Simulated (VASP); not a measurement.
# CdS (Hawleyite): single point with PBEsol

The system is CdS (Hawleyite).

```xyz
2
Lattice="0.0000 2.9165 2.9165 2.9165 0.0000 2.9165 2.9165 2.9165 0.0000" Properties=species:S:1:pos:R:3 pbc="T T T"
Cd    0.0000    0.0000    0.0000
S     1.4583    1.4583    1.4583
```

```yaml
Program: VASP 6.6.1
Task: single point
Functional: PBEsol
Potentials_or_basis: VASP PAW PBE potentials, release 64 (Cd, S)
Cutoff: 520 eV
k_mesh: 6 × 6 × 6
Occupations: fermi-dirac, width 0.02 eV
Spin: no spin polarisation
Dipole_correction: no
Further_INCAR_settings: ALGO = Normal; EDIFF = 1e-06; NBANDS = 16
```

```yaml
Pressure: 0.1 GPa
Band_gap_on_the_k_mesh: 1.01 eV, direct
```

Levels at points of the mesh, in eV from the valence-band top:
```csv
k point,band 5,band 6,band 7,band 8,band 9,band 10,band 11,band 12,band 13,band 14
"(0.00, 0.00, 0.00)",-7.24,-7.24,0.00,0.00,0.00,1.01,6.44,6.44,6.44,11.21
"(0.50, 0.00, 0.00)",-7.21,-6.86,-4.48,-0.76,-0.76,2.89,6.91,6.91,7.33,10.88
"(0.50, 0.50, 0.00)",-7.15,-6.80,-4.02,-1.91,-1.91,3.39,4.25,9.08,10.67,10.67
```

It took 11 s on 1 thread of Intel(R) Xeon(R) Platinum 8375C CPU @ 2.90GHz (Ice Lake), on a shared host, peak memory 0.18 GiB.

Caveat: the PAW data sets were made with another functional, which shifts forces and pressure a little.
